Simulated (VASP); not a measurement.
# Ga2As3 (Pm-3m) in VASP: a series of runs

Runs on Ga2As3. Level: PBE. Tasks: single point, relaxation of cell and atoms.

Program: VASP 6.6.1. These are calculated values, not measurements. Logs are shortened: lines on timing, memory, paths and dates and some standing lists are left out, and cuts for length are marked.

### 1 The cell of the first run

It takes space group Pm-3m (No. 221, cubic). Conventional cell: a = 4.976 Å, b = 4.976 Å, c = 4.976 Å, α = 90.00°, β = 90.00°, γ = 90.00°. Ga (site symmetry m-3m) has 12 As at 3.52 Å and 8 Ga at 4.31 Å within 4.6 Å. Within 3.3 Å of Ga (site symmetry m-3m) lie 6 As at 2.49 Å. As (site symmetry 4/mmm) has 2 Ga at 2.49 Å within 3.3 Å.

### 2 Single point, PBE

INCAR

```
SYSTEM = Ga2As3
PREC     = Accurate       ! precision mode
ENCUT    = 520            ! plane-wave cutoff, eV
EDIFF    = 1E-6           ! SCF threshold, eV
ISMEAR   = 0              ! smearing method
SIGMA    = 0.1            ! smearing width, eV
LREAL    = .FALSE.        ! projectors in reciprocal space
LASPH    = .TRUE.         ! aspherical terms in the spheres
NELM     = 100            ! most SCF steps
ALGO     = Normal         ! electronic algorithm
ISIF     = 2              ! what is computed and relaxed
LWAVE    = .FALSE.        ! write WAVECAR
LCHARG   = .TRUE.         ! write CHGCAR
GGA      = PE             ! functional
LELF     = .TRUE.         ! ELF
LVHAR    = .TRUE.       
NBANDS   = 28             ! bands
```

KPOINTS

```
Automatic mesh
0
G
  8 8 8
  0 0 0
```

POSCAR

```
Ga2As3
1.0
    4.9762385316      0.0000000000      0.0000000000
    0.0000000000      4.9762385316      0.0000000000
    0.0000000000      0.0000000000      4.9762385316
Ga As
2 3
Direct
    0.0000000000      0.0000000000      0.0000000000
    0.5000000000      0.5000000000      0.5000000000
    0.0000000000      0.5000000000      0.5000000000
    0.5000000000      0.0000000000      0.5000000000
    0.5000000000      0.5000000000      0.0000000000
```

Potentials or basis: VASP PAW PBE potentials, release 64 (Ga_d, As).

Launch:

```sh
cat potpaw_PBE.64/Ga_d/POTCAR potpaw_PBE.64/As/POTCAR > POTCAR
mpirun -np 1 vasp_std > vasp.out
```

OUTCAR:

```text
SYSTEM = Ga2As3
   PREC = Accurate
   ENCUT = 520
   EDIFF = 1E-6
   ISMEAR = 0
   LREAL = .FALSE.
   LASPH = .TRUE.
   NELM = 100
   ISIF = 2
   GGA = PE

 ion  position               nearest neighbor table
   1  0.000  0.000  0.000-
   2  0.500  0.500  0.500-   3 2.49   4 2.49   5 2.49   5 2.49   4 2.49   3 2.49
   3  0.000  0.500  0.500-   2 2.49   2 2.49
   4  0.500  0.000  0.500-   2 2.49   2 2.49
   5  0.500  0.500  0.000-   2 2.49   2 2.49

  LATTYP: Found a simple cubic cell.
 ALAT       =     4.9762385316

  Lattice vectors:

 A1 = (   4.9762385316,   0.0000000000,   0.0000000000)
 A2 = (   0.0000000000,   4.9762385316,   0.0000000000)
 A3 = (   0.0000000000,   0.0000000000,   4.9762385316)

Analysis of symmetry for initial positions (statically):
=====================================================================
 Subroutine PRICEL returns:
 Original cell was already a primitive cell.

 Routine SETGRP: Setting up the symmetry group for a
 simple cubic supercell.

 Subroutine GETGRP returns: Found 48 space group operations
 (whereof 48 operations were pure point group operations)
 out of a pool of 48 trial point group operations.

The static configuration has the point symmetry O_h .

Analysis of symmetry for dynamics (positions and initial velocities):
=====================================================================
 Subroutine PRICEL returns:
 Original cell was already a primitive cell.

 Routine SETGRP: Setting up the symmetry group for a
 simple cubic supercell.

 Subroutine GETGRP returns: Found 48 space group operations
 (whereof 48 operations were pure point group operations)
 out of a pool of 48 trial point group operations.

The dynamic configuration has the point symmetry O_h .

 Subroutine INISYM returns: Found 48 space group operations
 (whereof 48 operations are pure point group operations),
 and found     1 'primitive' translations

----------------------------------------------------------------------------------------

                                     Primitive cell

  volume of cell :     123.2263

  direct lattice vectors                    reciprocal lattice vectors
     4.976238532  0.000000000  0.000000000     0.200954997  0.000000000  0.000000000
     0.000000000  4.976238532  0.000000000     0.000000000  0.200954997  0.000000000
     0.000000000  0.000000000  4.976238532     0.000000000  0.000000000  0.200954997

  length of vectors
     4.976238532  4.976238532  4.976238532     0.200954997  0.200954997  0.200954997

  position of ions in fractional coordinates (direct lattice)
     0.000000000  0.000000000  0.000000000
     0.500000000  0.500000000  0.500000000
     0.000000000  0.500000000  0.500000000
     0.500000000  0.000000000  0.500000000
     0.500000000  0.500000000  0.000000000

  ion indices of the primitive-cell ions
   primitive index   ion index
                 1           1
                 2           2
                 3           3
                 4           4
                 5           5

----------------------------------------------------------------------------------------

 KPOINTS: Automatic mesh

Automatic generation of k-mesh.
 Grid dimensions read from file:
 generate k-points for:    8    8    8

 Generating k-lattice:

  Cartesian coordinates                     Fractional coordinates (reciprocal lattice)
     0.025119375  0.000000000  0.000000000     0.125000000  0.000000000  0.000000000
     0.000000000  0.025119375  0.000000000     0.000000000  0.125000000  0.000000000
     0.000000000  0.000000000  0.025119375     0.000000000  0.000000000  0.125000000

  Length of vectors
     0.025119375  0.025119375  0.025119375

  Shift w.r.t. Gamma in fractional coordinates (k-lattice)
     0.000000000  0.000000000  0.000000000

 Subroutine IBZKPT returns following result:
 ===========================================

 Found     35 irreducible k-points:

 Following reciprocal coordinates:
            Coordinates               Weight
  0.000000  0.000000  0.000000      1.000000
  0.125000  0.000000  0.000000      6.000000
  0.250000  0.000000  0.000000      6.000000
  0.375000  0.000000  0.000000      6.000000
  0.500000  0.000000  0.000000      3.000000
  0.125000  0.125000  0.000000     12.000000
[... 16 lines left out ...]
  0.375000  0.375000  0.125000     24.000000
  0.500000  0.375000  0.125000     24.000000
 [... further k-points ...]
   k-points           NKPTS =     35   k-points in BZ     NKDIM =     35   number of bands    NBANDS=     28
   number of dos      NEDOS =    301   number of ions     NIONS =      5
   total plane-waves  NPLWV =  64000
   dimension x,y,z NGX =    40 NGY =   40 NGZ =   40
   dimension x,y,z NGXF=    80 NGYF=   80 NGZF=   80
   ions per type =               2   3
   NGX,Y,Z   is equivalent  to a cutoff of  13.36, 13.36, 13.36 a.u.
   NGXF,Y,Z  is equivalent  to a cutoff of  26.73, 26.73, 26.73 a.u.
 SYSTEM =  Ga2As3
   PREC   = accura    normal or accurate (medium, high low for compatibility)
   ISTART =      0    job   : 0-new  1-cont  2-samecut
   ICHARG =      2    charge: 1-file 2-atom 10-const
   ISPIN  =      1    spin polarized calculation?
   LNONCOLLINEAR =      F non collinear calculations
   LSORBIT =      F    spin-orbit coupling
   LASPH  =      T    aspherical Exc in radial PAW
   ENCUT  =  520.0 eV  38.22 Ry    6.18 a.u.   9.25  9.25  9.25*2*pi/ulx,y,z
   NELM   =    100;   NELMIN=  2; NELMDL= -5     # of ELM steps
   EDIFF  = 0.1E-05   stopping-criterion for ELM
   LREAL  =      F    real-space projection
   EDIFFG = 0.1E-04   stopping-criterion for IOM
   NSW    =      0    number of steps for IOM
   IBRION =     -1    ionic relax: 0-MD 1-quasi-New 2-CG
   NFREE  =      0    steps in history (QN), initial steepest desc. (CG)
   ISIF   =      2    stress and relaxation
   ISYM   =      2    0-nonsym 1-usesym 2-fastsym
   POTIM  = 0.5000    time-step for ionic-motion
   TEBEG  =    0.0;   TEEND  =   0.0 temperature during run
   PSTRESS=    0.0 pullay stress
   NELECT =      41.0000    total number of electrons
   NUPDOWN=      -1.0000    fix difference up-down
   EMIN   =  10.00;   EMAX   =-10.00  energy-range for DOS
   EFERMI =   0.00;   METHOD = LEGACY
   ISMEAR =     0;   SIGMA  =   0.10  broadening in eV -4-tet -1-fermi 0-gaus
   EFERMI_NEDOS =   21; number of points for ismear=-14 and -15
   IALGO  =     38    algorithm
   IMIX   =      4    mixing-type and parameters
     AMIX     =   0.40;   BMIX     =  1.00
     AMIX_MAG =   1.60;   BMIX_MAG =  1.00
  volume/ion in A,a.u.               =      24.65       166.31
  Fermi-wavevector in a.u.,A,eV,Ry     =   1.134405  2.143715 17.509004  1.286875
  Thomas-Fermi vector in A             =   2.271109
   LORBIT       =      0    0 simple, 1 ext, 2 COOP (PROOUT), +10 PAW based schemes
   GGA     = PE    functional components
   LHFCALC =     F    Hartree Fock is set to
   AEXX    =    0.0000 exact exchange contribution
   IVDW    =     0    specifies the selected vdW correction
   LEPSILON=     F    determine dielectric tensor
   LRPA    =     F    only Hartree local field effects (RPA)
 non-spin polarized calculation
 Gauss-broadening in eV      SIGMA  =   0.10
  energy-cutoff  :      520.00
  volume of cell :      123.23
 maximum number of plane-waves:      3362
 NGX is ok and might be reduce to    40
   NGX = 19   NGY = 19   NGZ = 19

 number of electron      40.9999983 magnetization

 Free energy of the ion-electron system (eV)
  ---------------------------------------------------
  ext. energy  EPLUGINS =         0.00000000
  ---------------------------------------------------
  free energy    TOTEN  =       -16.66510599 eV

  energy without entropy =      -16.64359378  energy(sigma->0) =      -16.65434989

 E-fermi :   3.3021     XC(G=0):  -9.5031

 val. band max:        3.2881102122   @ k =   0.1250   0.1250   0.0000
 cond. band min:       3.3085071003   @ k =   0.3750   0.3750   0.1250
 fundamental gap:      0.0203968881
 Fermi energy:         3.3021225844

 k-point     1 :       0.0000    0.0000    0.0000
  band No.  band energies     occupation
      1     -11.7309      2.00000
      2     -11.7309      2.00000
      3     -11.5332      2.00000
      4     -11.5332      2.00000
      5     -11.5332      2.00000
      6     -11.1018      2.00000
[... 20 lines left out ...]
     27       8.3079      0.00000
     28       8.6101      0.00000

 k-point     2 :       0.1250    0.0000    0.0000
  band No.  band energies     occupation
      1     -11.7308      2.00000
      2     -11.7251      2.00000
      3     -11.5338      2.00000
      4     -11.5338      2.00000
      5     -11.5332      2.00000
      6     -11.1017      2.00000
[... 20 lines left out ...]
     27       8.0478      0.00000
     28       8.8315      0.00000

 k-point     3 :       0.2500    0.0000    0.0000
  band No.  band energies     occupation
      1     -11.7304      2.00000
      2     -11.7112      2.00000
      3     -11.5352      2.00000
      4     -11.5352      2.00000
      5     -11.5331      2.00000
      6     -11.1015      2.00000
[... 20 lines left out ...]
     27       7.6069      0.00000
     28       9.0399      0.00000

 k-point     4 :       0.3750    0.0000    0.0000
  band No.  band energies     occupation
      1     -11.7301      2.00000
      2     -11.6977      2.00000
      3     -11.5366      2.00000
      4     -11.5366      2.00000
      5     -11.5330      2.00000
      6     -11.1013      2.00000
[... 578 lines left out ...]
     27       7.8905      0.00000
     28       8.8179      0.00000

 k-point    23 :       0.3750    0.3750    0.1250
  band No.  band energies     occupation
      1     -11.7083      2.00000
      2     -11.6743      2.00000
      3     -11.5406      2.00000
      4     -11.5373      2.00000
      5     -11.5373      2.00000
      6     -11.1043      2.00000
[... 20 lines left out ...]
     27       7.7603      0.00000
     28       9.6312      0.00000

 k-point    24 :       0.5000    0.3750    0.1250
  band No.  band energies     occupation
      1     -11.7072      2.00000
      2     -11.6688      2.00000
      3     -11.5412      2.00000
      4     -11.5380      2.00000
      5     -11.5373      2.00000
      6     -11.1048      2.00000
[... 20 lines left out ...]
     27       8.3019      0.00000
     28       8.7759      0.00000

 [... further k-points ...]
[... 5 lines left out ...]
  --------------------------------------------------------------------------------------
  -------------------------------------------------------------------------------------
  Total        0.0681988      0.0681988      0.0681988      0.0000000      0.0000000     -0.0000000
  in kB        0.8867147      0.8867147      0.8867147      0.0000000      0.0000000     -0.0000000
  external PRESSURE =       0.8867147 kB  Pullay stress =       0.0000000 kB

 VOLUME and BASIS-vectors are now :
 -----------------------------------------------------------------------------
  energy-cutoff  :      520.00
  volume of cell :      123.23
      direct lattice vectors                 reciprocal lattice vectors
     4.976238532  0.000000000  0.000000000     0.200954997  0.000000000  0.000000000
     0.000000000  4.976238532  0.000000000     0.000000000  0.200954997  0.000000000
     0.000000000  0.000000000  4.976238532     0.000000000  0.000000000  0.200954997

 POSITION                                       TOTAL-FORCE (eV/Angst)
 -----------------------------------------------------------------------------------
      0.00000      0.00000      0.00000         0.000000      0.000000      0.000000
      2.48812      2.48812      2.48812         0.000000      0.000000      0.000000
      0.00000      2.48812      2.48812         0.000000      0.000000      0.000000
      2.48812      0.00000      2.48812         0.000000      0.000000      0.000000
      2.48812      2.48812      0.00000         0.000000      0.000000      0.000000
 -----------------------------------------------------------------------------------
    total drift:                               -0.000000      0.000000     -0.000000

  FREE ENERGIE OF THE ION-ELECTRON SYSTEM (eV)
  ---------------------------------------------------
  free  energy   TOTEN  =       -16.6651059865 eV

  energy  without entropy=      -16.6435937844  energy(sigma->0) =      -16.65434989
```

Wall time 85 s (1 thread of Intel Xeon Platinum 8259CL at 2.50GHz (Skylake/Cascade Lake), shared host); peak memory 0.3 GiB.

Results:

```
Free energy : -16.6651 eV
Pressure    : 0.1 GPa
```

### 3 Relaxation of cell and atoms, PBE

This run uses another cell than the first one, of 24.41 Å³/atom, 0.991 times its volume.

INCAR

```
SYSTEM = Ga2As3
ALGO = Normal
EDIFF = 1E-6
EDIFFG = -0.01
ENCUT = 600
GGA = PE
IBRION = 2
ISIF = 3
ISMEAR = 0
LASPH = .True.
LCHARG = .False.
LREAL = .False.
LWAVE = .False.
NELM = 100
NSW = 100
PREC = Accurate
SIGMA = 0.1
```

KPOINTS

```
k-points
0
Gamma
  8 8 8
  0 0 0
```

Edit POSCAR of step 2 so:

```diff
@@ -2,5 +2,5 @@
 1.0
-    4.9762385316      0.0000000000      0.0000000000
-    0.0000000000      4.9762385316      0.0000000000
-    0.0000000000      0.0000000000      4.9762385316
+    4.9604551645      0.0000000000      0.0000000000
+    0.0000000000      4.9604551645      0.0000000000
+    0.0000000000      0.0000000000      4.9604551645
 Ga As
```

Potentials or basis: VASP PAW PBE potentials, release 64 (Ga_d, As).

Launch:

```sh
cat potpaw_PBE.64/Ga_d/POTCAR potpaw_PBE.64/As/POTCAR > POTCAR
mpirun -np 1 vasp_std > vasp.out
```

It took 2.4 min on 1 thread of Intel Xeon Platinum 8259CL at 2.50GHz (Skylake/Cascade Lake), shared host; peak memory 0.32 GiB.

It converged, with:

- Free energy: -16.6647 eV
- Relaxed volume: 24.69 Å³/atom
- Relaxed cell: a = 4.979 Å, b = 4.979 Å, c = 4.979 Å, α = 90.00°, β = 90.00°, γ = 90.00°
- Space group after relaxing (to 0.05 Å): Pm-3m (No. 221)
- Energy gained by relaxing: 0.4 meV/atom
- Ionic steps: 2
- Pressure after relaxing: 0.0 GPa

Step by step:
| step | energy change (eV) | largest force (eV/Å) | pressure (GPa) | volume (Å³) |
| --- | --- | --- | --- | --- |
| 1 | 0.0000 | 0.0000 | 0.51 | 122.06 |
| 2 | -0.0021 | 0.0000 | 0.01 | 123.44 |

Final structure:
```cif
data_structure
_symmetry_space_group_name_H-M 'P 1'
_symmetry_Int_Tables_number 1
_cell_length_a 4.9791
_cell_length_b 4.9791
_cell_length_c 4.9791
_cell_angle_alpha 90.000
_cell_angle_beta 90.000
_cell_angle_gamma 90.000
_cell_volume 123.44
loop_
_atom_site_label
_atom_site_type_symbol
_atom_site_fract_x
_atom_site_fract_y
_atom_site_fract_z
_atom_site_occupancy
Ga1 Ga 0.00000 0.00000 0.00000 1
Ga2 Ga 0.50000 0.50000 0.50000 1
As1 As 0.00000 0.50000 0.50000 1
As2 As 0.50000 0.00000 0.50000 1
As3 As 0.50000 0.50000 0.00000 1
```

Levels at points of the mesh, in eV from the Fermi level:
| k point | band 17 | band 18 | band 19 | band 20 | band 21 | band 22 | band 23 | band 24 |
| --- | --- | --- | --- | --- | --- | --- | --- | --- |
| (0.00, 0.00, 0.00) | -4.50 | -1.16 | 0.13 | 0.13 | 0.13 | 0.19 | 0.19 | 0.19 |
| (0.50, 0.00, 0.00) | -4.07 | -1.35 | -1.35 | -0.64 | 0.11 | 0.51 | 0.51 | 1.63 |
| (0.50, 0.50, 0.00) | -1.51 | -1.51 | -1.04 | -0.88 | -0.88 | 0.91 | 1.98 | 2.01 |
| (0.50, 0.50, 0.50) | -3.48 | -3.48 | 0.98 | 0.98 | 2.04 | 2.04 | 2.04 | 3.98 |

[end of part 1 of 2]
